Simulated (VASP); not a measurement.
The system is Al4BSbP2.

```
Al B Sb P
1.0
     0.00000    3.85766    5.86482
     3.69276    0.00000    5.86482
     3.69276    3.85766    0.00000
Al B Sb P
4 1 1 2
Direct
  0.17001 0.57620 0.42380
  0.83446 0.43036 0.16554
  0.57620 0.17001 0.82999
  0.43036 0.83446 0.56964
  0.49718 0.49718 0.50282
  0.99433 0.99433 0.00567
  0.74888 0.74888 0.75112
  0.24888 0.24888 0.25112
```

```yaml
Program: VASP 6.6.1
Task: relaxation of cell and atoms
Functional: PBE
Potentials_or_basis: VASP PAW PBE potentials, release 64 (Al, B, Sb, P)
Cutoff: 600 eV
k_mesh: 6 × 6 × 6
Occupations: gaussian, width 0.1 eV
Spin: no spin polarisation
```

At the start: pressure -0.1 GPa; volume 20.89 Å³/atom.

Problem. Where does the relaxation end?

Solution. Over 13 steps the energy falls by 6.0 meV/atom and the volume is 20.86 Å³/atom (-0.2 %); space group Fmm2 (No. 42, to 0.1 Å) before, I-42m (No. 121, to 0.1 Å).

Step by step:
| step | energy change (eV) | largest force (eV/Å) | pressure (GPa) | volume (Å³) |
| --- | --- | --- | --- | --- |
| 1 | 0.0000 | 0.3391 | -0.06 | 167.09 |
| 2 | -0.0192 | 0.2152 | 0.02 | 166.90 |
| 3 | -0.0356 | 0.3106 | 0.20 | 166.53 |
| 4 | -0.0458 | 0.1334 | 0.00 | 166.89 |
| 5 | -0.0462 | 0.1024 | -0.04 | 166.98 |
| 6 | -0.0475 | 0.0468 | -0.02 | 166.90 |
| 7 | -0.0479 | 0.0343 | 0.00 | 166.83 |
| 8 | -0.0481 | 0.0223 | 0.00 | 166.84 |
| 9 | -0.0483 | 0.0385 | -0.01 | 166.85 |
| 10 | -0.0484 | 0.0115 | 0.01 | 166.83 |
| 11 | -0.0484 | 0.0124 | 0.01 | 166.82 |
| 12 | -0.0484 | 0.0117 | 0.00 | 166.85 |
| 13 | -0.0484 | 0.0020 | 0.00 | 166.84 |

Final structure:
```yaml
crystal:
  lattice:
    - [0.00000, 3.75841, 5.90646]
    - [3.75787, 0.00000, 5.90646]
    - [3.75787, 3.75841, 0.00000]
  atoms:
    - { symbol: Al, position: [0.16806, 0.57197, 0.42803] }
    - { symbol: Al, position: [0.83203, 0.42812, 0.16797] }
    - { symbol: Al, position: [0.57197, 0.16806, 0.83194] }
    - { symbol: Al, position: [0.42812, 0.83203, 0.57188] }
    - { symbol: B, position: [0.50003, 0.50003, 0.49997] }
    - { symbol: Sb, position: [0.00002, 0.00002, 0.99998] }
    - { symbol: P, position: [0.75004, 0.75004, 0.74996] }
    - { symbol: P, position: [0.25004, 0.25004, 0.24996] }
```
